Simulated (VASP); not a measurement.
# TiB2 (P6/mmm) in VASP: notebook, part 2 of 2

VASP 6.6.1.

## (3) Single point, PBE (biaxial strain in the a-b plane: -2.0 %)

INCAR reads:

```
SYSTEM = TiB2
ALGO     = Normal         ! electronic algorithm
EDIFF    = 1E-7           ! SCF threshold, eV
ENCUT    = 520            ! plane-wave cutoff, eV
GGA      = PE             ! functional
ISIF     = 2              ! what is computed and relaxed
ISMEAR   = 0              ! smearing method
LASPH    = .True.         ! aspherical terms in the spheres
LCHARG   = .False.        ! write CHGCAR
LREAL    = .False.        ! projectors in reciprocal space
LWAVE    = .False.        ! write WAVECAR
NBANDS   = 16             ! bands
NELM     = 80             ! most SCF steps
PREC     = Accurate       ! precision mode
SIGMA    = 0.1            ! smearing width, eV
```

KPOINTS reads:

```
k-points
0
Gamma
  15 15 14
  0 0 0
```

POSCAR reads:

```
TiB2
1.0
    2.9715016067      0.0000000000      0.0000000000
   -1.4857508034      2.5733958788      0.0000000000
    0.0000000000      0.0000000000      3.2620666109
Ti B
1 2
Direct
    0.0000000000      0.0000000000      0.0000000000
    0.3333333333      0.6666666667      0.5000000000
    0.6666666667      0.3333333333      0.5000000000
```

Potentials or basis: VASP PAW PBE potentials, release 64 (Ti_sv, B).

On the command line:

```bash
$ cat potpaw_PBE.64/Ti_sv/POTCAR potpaw_PBE.64/B/POTCAR > POTCAR
$ mpirun -np 1 vasp_std > vasp.out
```

OUTCAR:

```text
SYSTEM = TiB2
   EDIFF = 1E-7
   ENCUT = 520
   GGA = PE
   ISIF = 2
   ISMEAR = 0
   LASPH = .True.
   LREAL = .False.
   NELM = 80
   PREC = Accurate

 ion  position               nearest neighbor table
   1  0.000  0.000  0.000-   2 2.37   3 2.37   2 2.37   3 2.37   3 2.37   3 2.37   2 2.37   2 2.37
                             3 2.37   3 2.37   2 2.37   2 2.37
   2  0.333  0.667  0.500-   3 1.72   3 1.72   3 1.72   1 2.37   1 2.37   1 2.37   1 2.37   1 2.37
                             1 2.37
   3  0.667  0.333  0.500-   2 1.72   2 1.72   2 1.72   1 2.37   1 2.37   1 2.37   1 2.37   1 2.37
                             1 2.37

  LATTYP: Found a hexagonal cell.
 ALAT       =     2.9715016067
 C/A-ratio  =     1.0977838960

  Lattice vectors:

 A1 = (   2.9715016067,   0.0000000000,   0.0000000000)
 A2 = (  -1.4857508034,   2.5733958788,   0.0000000000)
 A3 = (   0.0000000000,   0.0000000000,   3.2620666109)

Analysis of symmetry for initial positions (statically):
=====================================================================
 Subroutine PRICEL returns:
 Original cell was already a primitive cell.

 Routine SETGRP: Setting up the symmetry group for a
 hexagonal supercell.

 Subroutine GETGRP returns: Found 24 space group operations
 (whereof 24 operations were pure point group operations)
 out of a pool of 24 trial point group operations.

The static configuration has the point symmetry D_6h.

Analysis of symmetry for dynamics (positions and initial velocities):
=====================================================================
 Subroutine PRICEL returns:
 Original cell was already a primitive cell.

 Routine SETGRP: Setting up the symmetry group for a
 hexagonal supercell.

 Subroutine GETGRP returns: Found 24 space group operations
 (whereof 24 operations were pure point group operations)
 out of a pool of 24 trial point group operations.

The dynamic configuration has the point symmetry D_6h.

 Subroutine INISYM returns: Found 24 space group operations
 (whereof 24 operations are pure point group operations),
[... 114 lines left out ...]
   EFERMI_NEDOS =   21; number of points for ismear=-14 and -15
   IALGO  =     38    algorithm
   IMIX   =      4    mixing-type and parameters
     AMIX     =   0.40;   BMIX     =  1.00
     AMIX_MAG =   1.60;   BMIX_MAG =  1.00
  volume/ion in A,a.u.               =       8.31        56.11
  Fermi-wavevector in a.u.,A,eV,Ry     =   1.468387  2.774849 29.336343  2.156160
  Thomas-Fermi vector in A             =   2.583891
   LORBIT       =      0    0 simple, 1 ext, 2 COOP (PROOUT), +10 PAW based schemes
   GGA     = PE    functional components
   LHFCALC =     F    Hartree Fock is set to
   AEXX    =    0.0000 exact exchange contribution
   IVDW    =     0    specifies the selected vdW correction
   LEPSILON=     F    determine dielectric tensor
   LRPA    =     F    only Hartree local field effects (RPA)
 non-spin polarized calculation
 Gauss-broadening in eV      SIGMA  =   0.10
  energy-cutoff  :      520.00
  volume of cell :       24.94
 maximum number of plane-waves:       708
 NGX is ok and might be reduce to    24
   NGX = 11   NGY = 11   NGZ = 13

 number of electron      18.0000003 magnetization

 Free energy of the ion-electron system (eV)
  ---------------------------------------------------
  ext. energy  EPLUGINS =         0.00000000
  ---------------------------------------------------
  free energy    TOTEN  =       -24.38372963 eV

  energy without entropy =      -24.38197588  energy(sigma->0) =      -24.38285275

 E-fermi :  10.3370     XC(G=0): -12.8977

 val. band max:       10.3197566207   @ k =   0.0000   0.0000   0.5000
 cond. band min:      10.3406971952   @ k =   0.2000   0.2000   0.1429
 fundamental gap:      0.0209405745
 Fermi energy:        10.3370464879

 k-point     1 :       0.0000    0.0000    0.0000
  band No.  band energies     occupation
      1     -46.6279      2.00000
      2     -23.0109      2.00000
      3     -22.6209      2.00000
      4     -22.6209      2.00000
      5      -3.4000      2.00000
      6       7.6295      2.00000
[... 433 lines left out ...]
      3     -22.9195      2.00000
      4     -22.8368      2.00000
      5       1.3896      2.00000
      6       1.4053      2.00000
[... 8 lines left out ...]
     15      19.1717      0.00000
     16      20.7365      0.00000

 [... further k-points ...]
[... 5 lines left out ...]
  --------------------------------------------------------------------------------------
  -------------------------------------------------------------------------------------
  Total        2.2436810      2.2436810     -0.1617137     -0.0000000     -0.0000000      0.0000000
  in kB      144.1107244    144.1107244    -10.3868049     -0.0000000     -0.0000000      0.0000000
  external PRESSURE =      92.6115479 kB  Pullay stress =       0.0000000 kB

 VOLUME and BASIS-vectors are now :
 -----------------------------------------------------------------------------
  energy-cutoff  :      520.00
  volume of cell :       24.94
      direct lattice vectors                 reciprocal lattice vectors
     2.971501607  0.000000000  0.000000000     0.336530190  0.194295796  0.000000000
    -1.485750803  2.573395879  0.000000000     0.000000000  0.388591591  0.000000000
     0.000000000  0.000000000  3.262066611     0.000000000  0.000000000  0.306554132

 POSITION                                       TOTAL-FORCE (eV/Angst)
 -----------------------------------------------------------------------------------
      0.00000      0.00000      0.00000         0.000000      0.000000      0.000000
     -0.00000      1.71560      1.63103        -0.000000      0.000000     -0.000000
      1.48575      0.85780      1.63103         0.000000      0.000000      0.000000
 -----------------------------------------------------------------------------------
    total drift:                               -0.000000      0.000000      0.000000

  FREE ENERGIE OF THE ION-ELECTRON SYSTEM (eV)
  ---------------------------------------------------
  free  energy   TOTEN  =       -24.3837296264 eV

  energy  without entropy=      -24.3819758766  energy(sigma->0) =      -24.38285275
```

OSZICAR:

```text
N       E                     dE             d eps       ncg     rms          rms(c)
DAV:   1     0.122636228611E+03    0.12264E+03   -0.90775E+03  6912   0.130E+03
DAV:   2    -0.225847765626E+02   -0.14522E+03   -0.13995E+03  7488   0.342E+02
DAV:   3    -0.296170541989E+02   -0.70323E+01   -0.69323E+01 10064   0.735E+01
DAV:   4    -0.297857703581E+02   -0.16872E+00   -0.16860E+00  8264   0.101E+01
DAV:   5    -0.297906952174E+02   -0.49249E-02   -0.49247E-02  9992   0.145E+00    0.171E+01
DAV:   6    -0.243902500011E+02    0.54004E+01   -0.21165E+01 10000   0.495E+01    0.394E+00
DAV:   7    -0.243815007816E+02    0.87492E-02   -0.10812E+00  7432   0.118E+01    0.351E+00
DAV:   8    -0.243847955863E+02   -0.32948E-02   -0.80746E-02 11120   0.239E+00    0.832E-01
DAV:   9    -0.243842191257E+02    0.57646E-03   -0.33250E-02  8584   0.234E+00    0.269E-01
DAV:  10    -0.243837208675E+02    0.49826E-03   -0.27677E-03  9272   0.640E-01    0.673E-02
DAV:  11    -0.243837368463E+02   -0.15979E-04   -0.39693E-04 10064   0.216E-01    0.530E-02
DAV:  12    -0.243837301833E+02    0.66630E-05   -0.53402E-05  8608   0.924E-02    0.768E-03
DAV:  13    -0.243837296405E+02    0.54283E-06   -0.27421E-06  8216   0.171E-02    0.267E-03
DAV:  14    -0.243837296264E+02    0.14094E-07   -0.20159E-07  8472   0.460E-03
   1 F= -.24383730E+02 E0= -.24382853E+02  d E =-.175375E-02
```

stdout:

```text
POSCAR found type information on POSCAR TiB
 POSCAR found :  2 types and       3 ions
 scaLAPACK will be used
 LDA part: xc-table for (Slater+PW92), standard interpolation
 POSCAR, INCAR and KPOINTS ok, starting setup
 FFT: planning ... GRIDC
 FFT: planning ... GRID_SOFT
 FFT: planning ... GRID
 WAVECAR not read
 entering main loop
```

It took 76 s on 1 thread of Intel Xeon 8259CL, shared host; peak memory 0.2 GiB.

Results:

```yaml
Free_energy: -24.3837 eV
Pressure: 9.3 GPa
Band_gap_on_the_k_mesh: zero (bands 9 and 10 overlap by 0.63 eV)
```

Stress tensor (GPa, compression positive):
```
14.41  0.00  0.00
 0.00 14.41  0.00
 0.00  0.00 -1.04
```

Caveat: the cell differs from its parent crystal (biaxial strain in the a-b plane: -2.0 %); the cell stands under pressure.

## (4) Single point, PBE

This run uses another cell than the first one, of 8.56 Å³/atom.

INCAR reads:

```
SYSTEM = TiB2
PREC = Accurate
ENCUT = 520
EDIFF = 1E-6
ISMEAR = 0
SIGMA = 0.1
LREAL = .FALSE.
LASPH = .TRUE.
NELM = 60
ALGO = Normal
ISIF = 2
LWAVE = .FALSE.
LCHARG = .FALSE.
GGA = PE
NBANDS = 16
```

KPOINTS reads:

```
regular mesh
0
G
  15 15 14
  0 0 0
```

POSCAR reads:

```
TiB2
1.0
    3.0321444967      0.0000000000      0.0000000000
   -1.5160722483      2.6259141621      0.0000000000
    0.0000000000      0.0000000000      3.2233859791
Ti B
1 2
Direct
    0.0000000000      0.0000000000      0.0000000000
    0.3333333333      0.6666666667      0.5000000000
    0.6666666667      0.3333333333      0.5000000000
```

On the command line:

```bash
$ cat potpaw_PBE.64/Ti_sv/POTCAR potpaw_PBE.64/B/POTCAR > POTCAR
$ mpirun -np 1 vasp_std > vasp.out
```

Run time: 87 s. Hardware: 1 thread of Intel Xeon 8259CL, shared host; peak memory 0.21 GiB.

The run converged. Its results:

- Free energy: -24.4303 eV
- Pressure: 0.2 GPa
- Band gap on the k mesh: zero (bands 9 and 10 overlap by 0.60 eV)

Levels at points of the mesh, in eV from the Fermi level:
| k point | band 6 | band 7 | band 8 | band 9 | band 10 | band 11 | band 12 | band 13 |
| --- | --- | --- | --- | --- | --- | --- | --- | --- |
| (0.00, 0.00, 0.00) | -2.64 | -2.64 | -2.33 | -2.13 | 1.86 | 1.86 | 3.64 | 3.64 |
| (0.00, 0.00, 0.50) | -7.63 | -0.59 | -0.59 | -0.22 | -0.22 | 0.41 | 0.41 | 1.64 |

## (5) Single point, PBE

This run uses another cell than the first one, of 8.56 Å³/atom.

INCAR reads:

```
SYSTEM = TiB2
PREC = Accurate
ENCUT = 520
EDIFF = 1E-7
ISMEAR = 0
SIGMA = 0.1
LREAL = .FALSE.
LASPH = .TRUE.
NELM = 100
ALGO = Normal
ISIF = 2
LWAVE = .FALSE.
LCHARG = .TRUE.
GGA = PE
LELF = .TRUE.
LVHAR = .TRUE.
NBANDS = 16
```

KPOINTS is that of step 4.

POSCAR: that of step 4 with these lines changed.

```diff
@@ -3,3 +3,3 @@
     3.0321444967      0.0000000000      0.0000000000
-   -1.5160722483      2.6259141621      0.0000000000
+   -1.5160722483      2.6259141620      0.0000000000
     0.0000000000      0.0000000000      3.2233859791
```

On the command line:

```bash
$ cat potpaw_PBE.64/Ti_sv/POTCAR potpaw_PBE.64/B/POTCAR > POTCAR
$ mpirun -np 1 vasp_std > vasp.out
```

It took 94 s on 1 thread of Intel Xeon 8259CL, shared host; peak memory 0.21 GiB.

It converged, with:

```yaml
Free_energy: -24.4303 eV
Pressure: 0.2 GPa
Band_gap_on_the_k_mesh: zero (bands 9 and 10 overlap by 0.60 eV)
```

Levels at points of the mesh, in eV from the Fermi level:
| k point | band 5 | band 6 | band 7 | band 8 | band 9 | band 10 | band 11 | band 12 | band 13 | band 14 |
| --- | --- | --- | --- | --- | --- | --- | --- | --- | --- | --- |
| (0.00, 0.00, 0.00) | -13.53 | -2.64 | -2.64 | -2.33 | -2.13 | 1.86 | 1.86 | 3.64 | 3.64 | 5.72 |
| (0.00, 0.00, 0.50) | -11.60 | -7.63 | -0.59 | -0.59 | -0.22 | -0.22 | 0.41 | 0.41 | 1.64 | 6.50 |

## (6) Single point, PBE (biaxial strain in the a-b plane: +2.0 %)

INCAR: that of step 5 with these lines changed.

```diff
@@ -8,3 +8,3 @@
 LASPH = .TRUE.
-NELM = 100
+NELM = 80
 ALGO = Normal
```

KPOINTS reads:

```
Automatic mesh
0
G
  15 15 14
  0 0 0
```

POSCAR reads:

```
TiB2
1.0
    3.0927873866      0.0000000000      0.0000000000
   -1.5463936933      2.6784324453      0.0000000000
    0.0000000000      0.0000000000      3.1847053474
Ti B
1 2
Direct
    0.0000000000      0.0000000000      0.0000000000
    0.3333333333      0.6666666667      0.5000000000
    0.6666666667      0.3333333333      0.5000000000
```

Potentials or basis: VASP PAW PBE potentials, release 64 (Ti_sv, B).

On the command line:

```bash
$ cat potpaw_PBE.64/Ti_sv/POTCAR potpaw_PBE.64/B/POTCAR > POTCAR
$ mpirun -np 1 vasp_std > vasp.out
```

Wall time 81 s (1 thread of Intel Xeon 8259CL, shared host); peak memory 0.21 GiB.

The run converged. Its results:

```
Free energy            : -24.3899 eV
Pressure               : -7.5 GPa
Band gap on the k mesh : zero (bands 9 and 10 overlap by 0.70 eV)
```

Stress tensor (GPa, compression positive):
```
-11.99   0.00   0.00
  0.00 -11.99   0.00
  0.00   0.00   1.56
```

Levels at points of the mesh, in eV from the Fermi level:
| k point | band 7 | band 8 | band 9 | band 10 | band 11 | band 12 |
| --- | --- | --- | --- | --- | --- | --- |
| (0.00, 0.00, 0.00) | -2.76 | -1.96 | -1.92 | 1.84 | 1.84 | 3.73 |
| (0.00, 0.00, 0.50) | -0.66 | -0.66 | -0.39 | -0.39 | 0.41 | 0.41 |

Caveat: the cell differs from its parent crystal (biaxial strain in the a-b plane: +2.0 %); the cell stands under tension.

## (7) Summary

| cell | gap on the mesh (eV) | pressure (GPa) |
| --- | --- | --- |
| a = 2.972, b = 2.972, c = 3.254 Å, angles 90.0, 90.0, 120.0°, 3 atoms | none | 9.9 |
| a = 2.972, b = 2.972, c = 3.262 Å, angles 90.0, 90.0, 120.0°, 3 atoms | none | 9.3 |
| a = 3.032, b = 3.032, c = 3.223 Å, angles 90.0, 90.0, 120.0°, 3 atoms | none | 0.2 |
| a = 3.093, b = 3.093, c = 3.185 Å, angles 90.0, 90.0, 120.0°, 3 atoms | none | -7.5 |

Alike in all rows: task single point; level PBE; potentials or basis VASP PAW PBE potentials, release 64 (Ti_sv, B); no spin polarisation; k mesh 15 × 15 × 14; cutoff (eV) 520; smearing gaussian 0.1 eV.

Caveats: the cell stands under pressure (at least some runs); the cell stands under tension (at least some runs).

Total energies depend on the potentials used, so only differences within one code and one set of settings carry meaning.
